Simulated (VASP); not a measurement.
# Ba (Fd-3m) in VASP: a series of runs

Ba is run at these levels: r2SCAN; tasks: single point, relaxation of cell and atoms.

Program: VASP 6.6.1. These are calculated values, not measurements. Logs are shortened: lines on timing, memory, paths and dates and some standing lists are left out, and cuts for length are marked.

## 1. The cell of the first run

The structure is cubic, space group Fd-3m (No. 227). The conventional cell has a = 7.684 Å, b = 7.684 Å, c = 7.684 Å, α = 90.00°, β = 90.00°, γ = 90.00°. Within 4.4 Å of Ba (site symmetry -43m) lie 4 Ba at 3.33 Å.

This isn't the form of Ba at room conditions, which is bcc.

## 2. Single point, r2SCAN (56.71 Å³/atom)

File POSCAR:

```
Ba
1.0
    0.0000000000      3.8419605102      3.8419605102
    3.8419605102      0.0000000000      3.8419605102
    3.8419605102      3.8419605102      0.0000000000
Ba
2
Direct
    0.1250000000      0.1250000000      0.1250000000
    0.8750000000      0.8750000000      0.8750000000
```

File INCAR.step1:

```
PREC = Accurate
ENCUT = 520
ISMEAR = -1
SIGMA = 0.1
LREAL = False
LASPH = True
NELM = 100
NBANDS = 17
GGA = PE
ALGO = Normal
EDIFF = 1E-4
LWAVE = True
LCHARG = False
```

File INCAR.step2:

```
PREC = Accurate
ENCUT = 520
EDIFF = 1E-7
ISMEAR = -1
SIGMA = 0.1
LREAL = False
LASPH = True
NELM = 100
ALGO = Normal
ISIF = 2
LWAVE = False
LCHARG = False
METAGGA = R2SCAN
LMIXTAU = True
NBANDS = 17
ISTART = 1
```

File KPOINTS:

```
regular mesh
0
Gamma
  8 8 8
```

Potentials or basis: VASP PAW PBE potentials, release 64 (Ba_sv).

Started as:

```sh
> cat potpaw_PBE.64/Ba_sv/POTCAR > POTCAR
> cp INCAR.step1 INCAR
> mpirun -np 1 vasp_std > vasp.out
> cp INCAR.step2 INCAR
> mpirun -np 1 vasp_std > vasp.out
```

OUTCAR:

```text
PREC = Accurate
   ENCUT = 520
   EDIFF = 1E-7
   ISMEAR = -1
   LREAL = False
   LASPH = True
   NELM = 100
   ISIF = 2
   METAGGA = R2SCAN
   ISTART = 1

 ion  position               nearest neighbor table
   1  0.125  0.125  0.125-   2 3.33   2 3.33   2 3.33   2 3.33
   2  0.875  0.875  0.875-   1 3.33   1 3.33   1 3.33   1 3.33

  LATTYP: Found a face centered cubic cell.
 ALAT       =     7.6839210204

  Lattice vectors:

 A1 = (   0.0000000000,   3.8419605102,   3.8419605102)
 A2 = (   3.8419605102,   0.0000000000,   3.8419605102)
 A3 = (   3.8419605102,   3.8419605102,   0.0000000000)

Analysis of symmetry for initial positions (statically):
=====================================================================
 Subroutine PRICEL returns:
 Original cell was already a primitive cell.

 Routine SETGRP: Setting up the symmetry group for a
 face centered cubic supercell.

 Subroutine GETGRP returns: Found 48 space group operations
 (whereof 12 operations were pure point group operations)
 out of a pool of 48 trial point group operations.

The static configuration has the point symmetry D_3d.
 The point group associated with its full space group is O_h .

Analysis of symmetry for dynamics (positions and initial velocities):
=====================================================================
 Subroutine PRICEL returns:
 Original cell was already a primitive cell.

 Routine SETGRP: Setting up the symmetry group for a
 face centered cubic supercell.

 Subroutine GETGRP returns: Found 48 space group operations
 (whereof 12 operations were pure point group operations)
 out of a pool of 48 trial point group operations.

The dynamic configuration has the point symmetry D_3d.
 The point group associated with its full space group is O_h .

 Subroutine INISYM returns: Found 48 space group operations
 (whereof 12 operations are pure point group operations),
 and found     1 'primitive' translations

----------------------------------------------------------------------------------------

                                     Primitive cell

  volume of cell :     113.4197

  direct lattice vectors                    reciprocal lattice vectors
     0.000000000  3.841960510  3.841960510    -0.130141889  0.130141889  0.130141889
     3.841960510  0.000000000  3.841960510     0.130141889 -0.130141889  0.130141889
     3.841960510  3.841960510  0.000000000     0.130141889  0.130141889 -0.130141889

  length of vectors
     5.433352660  5.433352660  5.433352660     0.225412365  0.225412365  0.225412365

  position of ions in fractional coordinates (direct lattice)
     0.125000000  0.125000000  0.125000000
     0.875000000  0.875000000  0.875000000

  ion indices of the primitive-cell ions
   primitive index   ion index
                 1           1
                 2           2

----------------------------------------------------------------------------------------

 KPOINTS: regular mesh

Automatic generation of k-mesh.
 Grid dimensions read from file:
 generate k-points for:    8    8    8

 Generating k-lattice:

  Cartesian coordinates                     Fractional coordinates (reciprocal lattice)
    -0.016267736  0.016267736  0.016267736     0.125000000  0.000000000  0.000000000
     0.016267736 -0.016267736  0.016267736     0.000000000  0.125000000  0.000000000
     0.016267736  0.016267736 -0.016267736     0.000000000  0.000000000  0.125000000

  Length of vectors
     0.028176546  0.028176546  0.028176546

  Shift w.r.t. Gamma in fractional coordinates (k-lattice)
     0.000000000  0.000000000  0.000000000

 Subroutine IBZKPT returns following result:
 ===========================================

 Found     29 irreducible k-points:

 Following reciprocal coordinates:
            Coordinates               Weight
  0.000000  0.000000  0.000000      1.000000
  0.125000  0.000000  0.000000      8.000000
  0.250000  0.000000  0.000000      8.000000
  0.375000  0.000000  0.000000      8.000000
  0.500000  0.000000  0.000000      4.000000
  0.125000  0.125000  0.000000      6.000000
[... 16 lines left out ...]
  0.500000  0.250000  0.125000     48.000000
 -0.375000  0.250000  0.125000     24.000000
 [... further k-points ...]
   k-points           NKPTS =     29   k-points in BZ     NKDIM =     29   number of bands    NBANDS=     17
   number of dos      NEDOS =    301   number of ions     NIONS =      2
   total plane-waves  NPLWV =  64000
   dimension x,y,z NGX =    40 NGY =   40 NGZ =   40
   dimension x,y,z NGXF=    80 NGYF=   80 NGZF=   80
   ions per type =               2
   NGX,Y,Z   is equivalent  to a cutoff of  12.24, 12.24, 12.24 a.u.
   NGXF,Y,Z  is equivalent  to a cutoff of  24.48, 24.48, 24.48 a.u.
 SYSTEM =  unknown system
   PREC   = accura    normal or accurate (medium, high low for compatibility)
   ISTART =      1    job   : 0-new  1-cont  2-samecut
   ICHARG =      0    charge: 1-file 2-atom 10-const
   ISPIN  =      1    spin polarized calculation?
   LNONCOLLINEAR =      F non collinear calculations
   LSORBIT =      F    spin-orbit coupling
   LASPH  =      T    aspherical Exc in radial PAW
   ENCUT  =  520.0 eV  38.22 Ry    6.18 a.u.  10.10 10.10 10.10*2*pi/ulx,y,z
   NELM   =    100;   NELMIN=  2; NELMDL=  0     # of ELM steps
   EDIFF  = 0.1E-06   stopping-criterion for ELM
   LREAL  =      F    real-space projection
   EDIFFG = 0.1E-05   stopping-criterion for IOM
   NSW    =      0    number of steps for IOM
   IBRION =     -1    ionic relax: 0-MD 1-quasi-New 2-CG
   NFREE  =      0    steps in history (QN), initial steepest desc. (CG)
   ISIF   =      2    stress and relaxation
   ISYM   =      2    0-nonsym 1-usesym 2-fastsym
   POTIM  = 0.5000    time-step for ionic-motion
   TEBEG  =    0.0;   TEEND  =   0.0 temperature during run
   PSTRESS=    0.0 pullay stress
   NELECT =      20.0000    total number of electrons
   NUPDOWN=      -1.0000    fix difference up-down
   EMIN   =  10.00;   EMAX   =-10.00  energy-range for DOS
   EFERMI =   0.00;   METHOD = LEGACY
   ISMEAR =    -1;   SIGMA  =   0.10  broadening in eV -4-tet -1-fermi 0-gaus
   EFERMI_NEDOS =   21; number of points for ismear=-14 and -15
   IALGO  =     38    algorithm
   IMIX   =      4    mixing-type and parameters
     AMIX     =   0.40;   BMIX     =  1.00
     AMIX_MAG =   1.60;   BMIX_MAG =  1.00
  volume/ion in A,a.u.               =      56.71       382.70
  Fermi-wavevector in a.u.,A,eV,Ry     =   0.918027  1.734819 11.466621  0.842773
  Thomas-Fermi vector in A             =   2.043062
   LORBIT       =      0    0 simple, 1 ext, 2 COOP (PROOUT), +10 PAW based schemes
   METAGGA = R2SCAN    functional components
   LHFCALC =     F    Hartree Fock is set to
   AEXX    =    0.0000 exact exchange contribution
   IVDW    =     0    specifies the selected vdW correction
   LEPSILON=     F    determine dielectric tensor
   LRPA    =     F    only Hartree local field effects (RPA)
 non-spin polarized calculation
  energy-cutoff  :      520.00
  volume of cell :      113.42
 maximum number of plane-waves:      3119
   NGX = 21   NGY = 21   NGZ = 21

 number of electron      20.0000000 magnetization

 Free energy of the ion-electron system (eV)
  ---------------------------------------------------
  ext. energy  EPLUGINS =         0.00000000
  ---------------------------------------------------
  free energy    TOTEN  =       -51.08236428 eV

  energy without entropy =      -51.01535149  energy(sigma->0) =      -51.04885788

 E-fermi :   1.8491     XC(G=0):  -8.0759

 val. band max:        1.8308248359   @ k =  -0.2500   0.2500   0.0000
 cond. band min:       1.8578302210   @ k =  -0.3750   0.1250   0.0000
 fundamental gap:      0.0270053851
 Fermi energy:         1.8490661950

 k-point     1 :       0.0000    0.0000    0.0000
  band No.  band energies     occupation
      1     -28.7551      2.00000
      2     -28.0316      2.00000
      3     -13.8864      2.00000
      4     -13.8864      2.00000
      5     -13.8864      2.00000
      6     -12.6969      2.00000
[... 9 lines left out ...]
     16       4.9122      0.00000
     17       4.9122      0.00000

 k-point     2 :       0.1250    0.0000    0.0000
  band No.  band energies     occupation
      1     -28.7359      2.00000
      2     -28.0535      2.00000
      3     -13.9113      2.00000
      4     -13.9113      2.00000
      5     -13.8892      2.00000
      6     -12.6907      2.00000
[... 9 lines left out ...]
     16       4.8288      0.00000
     17       4.8288      0.00000

 k-point     3 :       0.2500    0.0000    0.0000
  band No.  band energies     occupation
      1     -28.6835      2.00000
      2     -28.1122      2.00000
      3     -13.9669      2.00000
      4     -13.9669      2.00000
      5     -13.8992      2.00000
      6     -12.6706      2.00000
[... 9 lines left out ...]
     16       4.9346      0.00000
     17       4.9347      0.00000

 k-point     4 :       0.3750    0.0000    0.0000
  band No.  band energies     occupation
      1     -28.6176      2.00000
      2     -28.1846      2.00000
      3     -14.0173      2.00000
      4     -14.0173      2.00000
      5     -13.9137      2.00000
      6     -12.6435      2.00000
[... 9 lines left out ...]
     16       5.5560      0.00000
     17       5.5560      0.00000
[... 343 lines left out ...]
      1     -28.6362      2.00000
      2     -28.1643      2.00000
      3     -14.0969      2.00000
      4     -14.0326      2.00000
      5     -13.7340      2.00000
      6     -12.8427      2.00000
[... 9 lines left out ...]
     16       4.7347      0.00000
     17       4.8064      0.00000

 k-point    23 :       0.5000    0.2500    0.1250
  band No.  band energies     occupation
      1     -28.5695      2.00000
      2     -28.2361      2.00000
      3     -14.1665      2.00000
      4     -14.0768      2.00000
      5     -13.6680      2.00000
      6     -12.8926      2.00000
[... 9 lines left out ...]
     16       4.7378      0.00000
     17       5.4674      0.00000

 k-point    24 :      -0.3750    0.2500    0.1250
  band No.  band energies     occupation
      1     -28.5313      2.00000
      2     -28.2764      2.00000
      3     -14.1915      2.00000
      4     -14.0970      2.00000
      5     -13.6395      2.00000
      6     -12.9130      2.00000
[... 9 lines left out ...]
     16       4.9926      0.00000
     17       5.3818      0.00000

 [... further k-points ...]

------------------------ aborting loop because EDIFF is reached ----------------------------------------

  FORCE on cell =-STRESS in cart. coord.  units (eV):
  Direction    XX          YY          ZZ          XY          YZ          ZX
  --------------------------------------------------------------------------------------
  -------------------------------------------------------------------------------------
  Total        0.0006504      0.0006504      0.0006504      0.0000000     -0.0000000      0.0000000
  in kB        0.0091876      0.0091876      0.0091876      0.0000000     -0.0000000      0.0000000
  external PRESSURE =       0.0091876 kB  Pullay stress =       0.0000000 kB

 VOLUME and BASIS-vectors are now :
 -----------------------------------------------------------------------------
  energy-cutoff  :      520.00
  volume of cell :      113.42
      direct lattice vectors                 reciprocal lattice vectors
     0.000000000  3.841960510  3.841960510    -0.130141889  0.130141889  0.130141889
     3.841960510  0.000000000  3.841960510     0.130141889 -0.130141889  0.130141889
     3.841960510  3.841960510  0.000000000     0.130141889  0.130141889 -0.130141889

 POSITION                                       TOTAL-FORCE (eV/Angst)
 -----------------------------------------------------------------------------------
      0.96049      0.96049      0.96049        -0.000000      0.000000      0.000000
      6.72343      6.72343      6.72343         0.000000     -0.000000     -0.000000
 -----------------------------------------------------------------------------------
    total drift:                                0.000000      0.000000     -0.000000

  FREE ENERGIE OF THE ION-ELECTRON SYSTEM (eV)
  ---------------------------------------------------
  free  energy   TOTEN  =       -51.0823642787 eV

  energy  without entropy=      -51.0153514876  energy(sigma->0) =      -51.04885788
```

Run time: 4.3 min. Hardware: 1 thread of Intel Xeon Platinum 8259CL at 2.50GHz (Skylake/Cascade Lake), shared host; peak memory 0.27 GiB.

What came out:

```yaml
Free_energy: -51.0824 eV
Pressure: 0.0 GPa
Band_gap_on_the_k_mesh: zero (bands 10 and 11 overlap by 0.21 eV)
```

Caveat: the PAW data sets were made with another functional, which shifts forces and pressure a little; spin-orbit coupling is left out, which moves the levels of the heavy elements.

## 3. Single point, r2SCAN (58.89 Å³/atom)

This run uses another cell than the first one, of 58.89 Å³/atom.

File POSCAR:

```
Ba
1.0
    0.0000000000      3.8905980851      3.8905980851
    3.8905980851      0.0000000000      3.8905980851
    3.8905980851      3.8905980851      0.0000000000
Ba
2
Direct
    0.1250000000      0.1250000000      0.1250000000
    0.8750000000      0.8750000000      0.8750000000
```

File INCAR.step1:

```
PREC     = Accurate       # precision mode
ENCUT    = 520            # plane-wave cutoff, eV
ISMEAR   = -1             # smearing method
SIGMA    = 0.1            # smearing width, eV
LREAL    = F              # projectors in reciprocal space
LASPH    = T              # aspherical terms in the spheres
NELM     = 60             # most SCF steps
NBANDS   = 17             # bands
GGA      = PE             # functional
ALGO     = Normal         # electronic algorithm
EDIFF    = 1E-4           # SCF threshold, eV
LWAVE    = T              # write WAVECAR
LCHARG   = F              # write CHGCAR
```

File INCAR.step2:

```
PREC     = Accurate       # precision mode
ENCUT    = 520            # plane-wave cutoff, eV
EDIFF    = 1E-6           # SCF threshold, eV
ISMEAR   = -1             # smearing method
SIGMA    = 0.1            # smearing width, eV
LREAL    = F              # projectors in reciprocal space
LASPH    = T              # aspherical terms in the spheres
NELM     = 60             # most SCF steps
ALGO     = Normal         # electronic algorithm
ISIF     = 2              # what is computed and relaxed
LWAVE    = F              # write WAVECAR
LCHARG   = F              # write CHGCAR
METAGGA  = R2SCAN         # meta-GGA
LMIXTAU  = T            
NBANDS   = 17             # bands
ISTART   = 1
```

File KPOINTS:

```
Automatic mesh
0
Gamma
  8 8 8
```

Potentials or basis: VASP PAW PBE potentials, release 64 (Ba_sv).

Started as:

```sh
> cat potpaw_PBE.64/Ba_sv/POTCAR > POTCAR
> cp INCAR.step1 INCAR
> mpirun -np 1 vasp_std > vasp.out
> cp INCAR.step2 INCAR
> mpirun -np 1 vasp_std > vasp.out
```

Run time: 5 min. Hardware: 1 thread of Intel Xeon Platinum 8259CL at 2.50GHz (Skylake/Cascade Lake), shared host; peak memory 0.3 GiB.

Results (log left out):

- Free energy: -51.0766 eV
- Pressure: -0.4 GPa
- Band gap on the k mesh: zero (bands 10 and 11 overlap by 0.22 eV)

Levels at points of the mesh, in eV from the Fermi level:
| k point | band 8 | band 9 | band 10 | band 11 | band 12 | band 13 |
| --- | --- | --- | --- | --- | --- | --- |
| (0.00, 0.00, 0.00) | -14.64 | -2.27 | 0.20 | 0.20 | 1.28 | 1.28 |
| (0.50, 0.00, 0.00) | -14.47 | -0.35 | -0.26 | 0.23 | 0.23 | 1.05 |
| (0.50, 0.50, 0.00) | -14.29 | -0.81 | -0.81 | 1.09 | 1.09 | 1.73 |

Caveat: the PAW data sets were made with another functional, which shifts forces and pressure a little; spin-orbit coupling is left out, which moves the levels of the heavy elements.

## 4. Single point, r2SCAN (61.07 Å³/atom)

This run uses another cell than the first one, of 61.07 Å³/atom.

File POSCAR:

```
Ba
1.0
    0.0000000000      3.9380490797      3.9380490797
    3.9380490797      0.0000000000      3.9380490797
    3.9380490797      3.9380490797      0.0000000000
Ba
2
Direct
    0.1250000000      0.1250000000      0.1250000000
    0.8750000000      0.8750000000      0.8750000000
```

File INCAR.step1:

```
SYSTEM = Ba
PREC = Accurate
ENCUT = 520
ISMEAR = -1
SIGMA = 0.1
LREAL = .FALSE.
LASPH = .TRUE.
NELM = 100
NBANDS = 17
GGA = PE
ALGO = Normal
EDIFF = 1E-4
LWAVE = .TRUE.
LCHARG = .FALSE.
```

File INCAR.step2:

```
SYSTEM = Ba
PREC = Accurate
ENCUT = 520
EDIFF = 1E-6
ISMEAR = -1
SIGMA = 0.1
LREAL = .FALSE.
LASPH = .TRUE.
NELM = 100
ALGO = Normal
ISIF = 2
LWAVE = .FALSE.
LCHARG = .TRUE.
METAGGA = R2SCAN
LMIXTAU = .TRUE.
LELF = .TRUE.
LVHAR = .TRUE.
NBANDS = 17
ISTART = 1
```

File KPOINTS:

```
regular mesh
0
G
  8 8 8
  0 0 0
```

Started as:

```sh
> cat potpaw_PBE.64/Ba_sv/POTCAR > POTCAR
> cp INCAR.step1 INCAR
> mpirun -np 1 vasp_std > vasp.out
> cp INCAR.step2 INCAR
> mpirun -np 1 vasp_std > vasp.out
```

Wall time 5.9 min (1 thread of Intel Xeon Platinum 8259CL at 2.50GHz (Skylake/Cascade Lake), shared host); peak memory 0.3 GiB.

It converged, with:

```
Free energy            : -51.0623 eV
Pressure               : -0.7 GPa
Band gap on the k mesh : zero (bands 10 and 11 overlap by 0.22 eV)
```

Levels at points of the mesh, in eV from the Fermi level:
```tsv
k point	band 8	band 9	band 10	band 11	band 12	band 13
(0.00, 0.00, 0.00)	-14.73	-2.29	0.20	0.20	1.21	1.21
(0.50, 0.00, 0.00)	-14.58	-0.35	-0.33	0.22	0.22	1.01
(0.50, 0.50, 0.00)	-14.42	-0.78	-0.78	1.06	1.06	1.55
```

Caveat: the PAW data sets were made with another functional, which shifts forces and pressure a little; spin-orbit coupling is left out, which moves the levels of the heavy elements.

[end of part 1 of 2]
